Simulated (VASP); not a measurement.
# MgO (Fm-3m) in VASP: elastic constants with PBE

Aim: the elastic constants of MgO with PBE.

All numbers are computed with VASP 6.6.1; they aren't measurements. Logs are shortened: lines on timing, memory, paths and dates and some standing lists are left out, and cuts for length are marked.

## Step 1: The cell of the first run

The structure is cubic, space group Fm-3m (No. 225). Conventional cell: a = 4.254 Å, b = 4.254 Å, c = 4.254 Å, α = 90.00°, β = 90.00°, γ = 90.00°. Mg (site symmetry m-3m) has 6 O at 2.13 Å within 2.8 Å. Within 2.8 Å of O (site symmetry m-3m) lie 6 Mg at 2.13 Å.

## Step 2: Elastic constants, PBE

Input file INCAR:

```
SYSTEM = MgO
PREC = Accurate
ENCUT = 600
EDIFF = 1E-8
ISMEAR = 0
SIGMA = 0.01
LREAL = .FALSE.
LASPH = .TRUE.
NELM = 100
ALGO = Normal
ISIF = 3
LWAVE = .FALSE.
LCHARG = .TRUE.
GGA = PE
IBRION = 6
NFREE = 2
POTIM = 0.015
NSW = 1
```

Input file KPOINTS:

```
Automatic mesh
0
G
  11 11 11
  0 0 0
```

Input file POSCAR:

```
MgO
1.0
    0.0000000000      2.1268516004      2.1268516004
    2.1268516004      0.0000000000      2.1268516004
    2.1268516004      2.1268516004      0.0000000000
Mg O
1 1
Direct
    0.0000000000      0.0000000000      0.0000000000
    0.5000000000      0.5000000000      0.5000000000
```

Potentials or basis: VASP PAW PBE potentials, release 64 (Mg, O).

Launch:

```bash
$ cat potpaw_PBE.64/Mg/POTCAR potpaw_PBE.64/O/POTCAR > POTCAR
$ mpirun -np 1 vasp_std > vasp.out
```

OUTCAR:

```text
SYSTEM = MgO
   PREC = Accurate
   ENCUT = 600
   EDIFF = 1E-8
   ISMEAR = 0
   LREAL = .FALSE.
   LASPH = .TRUE.
   NELM = 100
   ISIF = 3
   GGA = PE
   IBRION = 6
   NFREE = 2
   POTIM = 0.015
   NSW = 1

 ion  position               nearest neighbor table
   1  0.000  0.000  0.000-   2 2.13   2 2.13   2 2.13   2 2.13   2 2.13   2 2.13
   2  0.500  0.500  0.500-   1 2.13   1 2.13   1 2.13   1 2.13   1 2.13   1 2.13

  LATTYP: Found a face centered cubic cell.
 ALAT       =     4.2537032008

  Lattice vectors:

 A1 = (   0.0000000000,   2.1268516004,   2.1268516004)
 A2 = (   2.1268516004,   0.0000000000,   2.1268516004)
 A3 = (   2.1268516004,   2.1268516004,   0.0000000000)

Analysis of symmetry for initial positions (statically):
=====================================================================
 Subroutine PRICEL returns:
 Original cell was already a primitive cell.

 Routine SETGRP: Setting up the symmetry group for a
 face centered cubic supercell.

 Subroutine GETGRP returns: Found 48 space group operations
 (whereof 48 operations were pure point group operations)
 out of a pool of 48 trial point group operations.

The static configuration has the point symmetry O_h .

Analysis of symmetry for dynamics (positions and initial velocities):
=====================================================================
 Subroutine PRICEL returns:
 Original cell was already a primitive cell.

 Routine SETGRP: Setting up the symmetry group for a
 face centered cubic supercell.

 Subroutine GETGRP returns: Found 48 space group operations
 (whereof 48 operations were pure point group operations)
 out of a pool of 48 trial point group operations.

The dynamic configuration has the point symmetry O_h .

 Subroutine INISYM returns: Found 48 space group operations
 (whereof 48 operations are pure point group operations),
[... 345 lines left out ...]
  band No.  band energies     occupation
      1     -14.1473      2.00000
      2       2.9662      2.00000
      3       2.9665      2.00000
      4       2.9665      2.00000
      5       7.4125      0.00000
      6      18.6019      0.00000
      7      18.6024      0.00000
      8      18.6024      0.00000
[... 243 lines left out ...]
 k-point    24 :      -0.1818    0.1818    0.0000
  band No.  band energies     occupation
      1     -13.4067      2.00000
      2       0.1714      2.00000
      3       1.8941      2.00000
      4       2.6154      2.00000
      5      10.7174      0.00000
      6      14.8621      0.00000
      7      18.1160      0.00000
      8      20.6003      0.00000

 [... further k-points ...]
[... 5 lines left out ...]
  --------------------------------------------------------------------------------------
  -------------------------------------------------------------------------------------
  Total       -0.1069136     -0.1156719     -0.1156719     -0.0000000     -0.0000000      0.0000000
  in kB       -8.9022918     -9.6315695     -9.6315695     -0.0000000     -0.0000000      0.0000000
  external PRESSURE =      -9.3884770 kB  Pullay stress =       0.0000000 kB
[... 17 lines left out ...]
  FREE ENERGIE OF THE ION-ELECTRON SYSTEM (eV)
  ---------------------------------------------------
  free  energy   TOTEN  =       -11.9143127184 eV

  energy  without entropy=      -11.9143127184  energy(sigma->0) =      -11.91431272

 INTERNAL STRAIN TENSORS FROM STRAINED CELLS
 ============================================

 INTERNAL STRAIN TENSOR FOR ION    1 for displacements in x,y,z  (eV/Angst):
          X           Y           Z          XY          YZ          ZX
  --------------------------------------------------------------------------------
  x     0.00000     0.00000    -0.00000    -0.00000    -0.00000    -0.00000
  y     0.00000    -0.00000     0.00000     0.00000     0.00000     0.00000
  z    -0.00000    -0.00000    -0.00000     0.00000     0.00000     0.00000

 INTERNAL STRAIN TENSORS FROM DISPLACED ATOMS
 ============================================

 INTERNAL STRAIN TENSOR FOR ION    1 for displacements in x,y,z  (eV/Angst):
          X           Y           Z          XY          YZ          ZX
  --------------------------------------------------------------------------------
  x     0.00000     0.00000     0.00000     0.00000     0.00000     0.00000
  y     0.00000     0.00000     0.00000     0.00000     0.00000     0.00000
  z     0.00000     0.00000     0.00000     0.00000     0.00000     0.00000

 INTERNAL STRAIN TENSOR FOR ION    2 for displacements in x,y,z  (eV/Angst):
          X           Y           Z          XY          YZ          ZX
  --------------------------------------------------------------------------------
  x     0.00000     0.00000     0.00000     0.00000     0.00000     0.00000
  y     0.00000     0.00000     0.00000     0.00000     0.00000     0.00000
  z     0.00000     0.00000     0.00000     0.00000     0.00000     0.00000

 Eigenvectors and eigenvalues of the dynamical matrix
 ----------------------------------------------------

   1 f  =   11.022489 THz    69.256338 2PiTHz  367.670644 cm-1    45.585330 meV
             X         Y         Z           dx          dy          dz
      0.000000  0.000000  0.000000     0.000000    0.000000   -0.630014
      2.126852  2.126852  2.126852     0.000000    0.000000    0.776583
[... 21 lines left out ...]
   6 f/i=    0.000619 THz     0.003889 2PiTHz    0.020645 cm-1     0.002560 meV
             X         Y         Z           dx          dy          dz
      0.000000  0.000000  0.000000     0.402864    0.485784   -0.452544
      2.126852  2.126852  2.126852     0.326829    0.394099   -0.367133

--------------------------------------------------------------------------------------------------------

 ELASTIC MODULI CONTR FROM IONIC RELAXATION (kBar)
 Direction    XX          YY          ZZ          XY          YZ          ZX
 --------------------------------------------------------------------------------
 XX           0.0000      0.0000      0.0000      0.0000      0.0000      0.0000
 YY           0.0000      0.0000      0.0000      0.0000      0.0000      0.0000
 ZZ           0.0000      0.0000      0.0000      0.0000      0.0000      0.0000
 XY           0.0000      0.0000      0.0000      0.0000      0.0000      0.0000
 YZ           0.0000      0.0000      0.0000      0.0000      0.0000      0.0000
 ZX           0.0000      0.0000      0.0000      0.0000      0.0000      0.0000
 --------------------------------------------------------------------------------

 TOTAL ELASTIC MODULI (kBar)
 Direction    XX          YY          ZZ          XY          YZ          ZX
 --------------------------------------------------------------------------------
 XX        2675.2613    895.8953    895.8953      0.0000     -0.0000     -0.0000
 YY         895.8953   2675.2613    895.8953     -0.0000      0.0000      0.0000
 ZZ         895.8953    895.8953   2675.2613     -0.0000      0.0000      0.0000
 XY           0.0000     -0.0000     -0.0000   1421.9438      0.0000     -0.0000
 YZ          -0.0000      0.0000      0.0000      0.0000   1421.9438     -0.0000
 ZX          -0.0000      0.0000      0.0000     -0.0000     -0.0000   1421.9438
 --------------------------------------------------------------------------------
```

OSZICAR:

```text
N       E                     dE             d eps       ncg     rms          rms(c)
DAV:   1     0.163264279415E+02    0.16326E+02   -0.51209E+03  1032   0.987E+02
DAV:   2    -0.129933983065E+02   -0.29320E+02   -0.27680E+02  1064   0.149E+02
DAV:   3    -0.134689829209E+02   -0.47558E+00   -0.47558E+00  1144   0.217E+01
[... 178 lines left out ...]
DAV:   4    -0.119143128824E+02    0.13519E-05   -0.24152E-04  2312   0.164E-01    0.221E-02
DAV:   5    -0.119143127555E+02    0.12699E-06   -0.14232E-05  2256   0.422E-02    0.135E-02
DAV:   6    -0.119143127070E+02    0.48435E-07   -0.34101E-06  2424   0.233E-02    0.121E-03
DAV:   7    -0.119143127123E+02   -0.52526E-08   -0.34978E-07  2384   0.658E-03    0.919E-04
DAV:   8    -0.119143127184E+02   -0.60953E-08   -0.20348E-08  2152   0.156E-03
  17 F= -.11914313E+02 E0= -.11914313E+02  d E =-.141729E-19
```

Run time: 7.2 min. Hardware: 1 thread of Intel Xeon 8259CL, shared host; peak memory 0.27 GiB.

What came out:

```yaml
Elastic_constants_C11_C12_C44: 268, 90, 142 GPa
Voigt_bulk_modulus: 149 GPa
Highest_phonon_frequency_at_Γ_LO-TO_splitting_left_out: 368 cm⁻¹
```

Phonon frequencies in cm⁻¹ (negative: imaginary):
| q point | frequencies |
| --- | --- |
| (0.000, 0.000, 0.000) | 0 0 0 368 368 368 |

Elastic tensor in Voigt notation (GPa, in the Cartesian axes of the cell as first typed):
```
268  90  90   0   0   0
 90 268  90   0   0   0
 90  90 268   0   0   0
  0   0   0 142   0   0
  0   0   0   0 142   0
  0   0   0   0   0 142
```

Clamped-ion elastic tensor (GPa):
```
268  90  90   0   0   0
 90 268  90   0   0   0
 90  90 268   0   0   0
  0   0   0 142   0   0
  0   0   0   0 142   0
  0   0   0   0   0 142
```
